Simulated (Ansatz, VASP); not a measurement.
One calculation of GaN, two programs

INCAR

```
  PREC = Accurate
  ENCUT = 520
  EDIFF = 1E-7
  ISMEAR = -1
  SIGMA = 0.02
  LREAL = False
  LASPH = True
  NELM = 100
  ALGO = Normal
  ISIF = 2
  LWAVE = False
  LCHARG = False
  GGA = PE
  NBANDS = 16
```

File KPOINTS:

```
Automatic mesh
0
Gamma
  13 13 13
```

The input POSCAR:

```
GaN
1.0
    0.0000000000      1.9725750000      1.9925000000
    1.9725750000      0.0000000000      1.9925000000
    1.9725750000      1.9725750000      0.0000000000
Ga N
1 1
Direct
    0.5000000000      0.5000000000      0.5000000000
    0.0000000000      0.0000000000      0.0000000000
```

Input for Ansatz:

```yaml
crystal:
  lattice:
    - [0.0, 1.972575, 1.9925]
    - [1.972575, 0.0, 1.9925]
    - [1.972575, 1.972575, 0.0]
  atoms:
    - { symbol: Ga, position: [0.5, 0.5, 0.5] }
    - { symbol: "N", position: [0.0, 0.0, 0.0] }
kpoints:
  mp_grid: { grid: [13, 13, 13] }
  band_path:
    path:
      - [0.0, 0.0, 0.0]
      - [0.0, 0.5, 0.5]
      - [0.25, 0.75, 0.5]
      - [0.0, 0.5, 0.0]
      - [0.0, 0.0, 0.0]
      - [0.5, 0.5, 0.0]
      - [0.3725125, 0.6274875, 0.0]
      - [-0.3725125, 0.3725125, 0.0]
      - [0.0, 0.0, 0.0]
    npoints: 5
scf:
  occupations: { method: fermi_dirac, width: 0.02 }
hamiltonian:
  xc: pbe
  pseudopotentials: { kind: all_electron, lapw: { basis_error: 0.001 } }
output:
  forces: true
  stress: true
  eigenvalues: true
```

Change from the starting cell: equal xx and yy strain of -1 %.

Alike in both runs: task single point; functional PBE; k mesh 13 × 13 × 13; occupations fermi-dirac, width 0.02 eV; no spin polarisation.

|  | VASP | Ansatz |
| --- | --- | --- |
| version | VASP 6.6.1 | Ansatz 0.2.0 |
| potentials or method | VASP PAW PBE potentials, release 64 (Ga_d, N), cutoff 520 eV | all-electron LAPW, scalar-relativistic |

```tsv
	VASP	Ansatz	Ansatz less VASP
gap on the k mesh at the Fermi level (eV)	1.99	2.01	+0.019
pressure (GPa)	80.6	79.4	-1.21
traceless stress, the component that is largest in VASP (GPa)	-3.78	-3.82	-0.033
```

Both programs put the cell under a high pressure, so it lies far from rest at this level. Ansatz ran all-electron here, and VASP with PAW potentials.

Noted on VASP's run: the cell as given lies far from equilibrium.
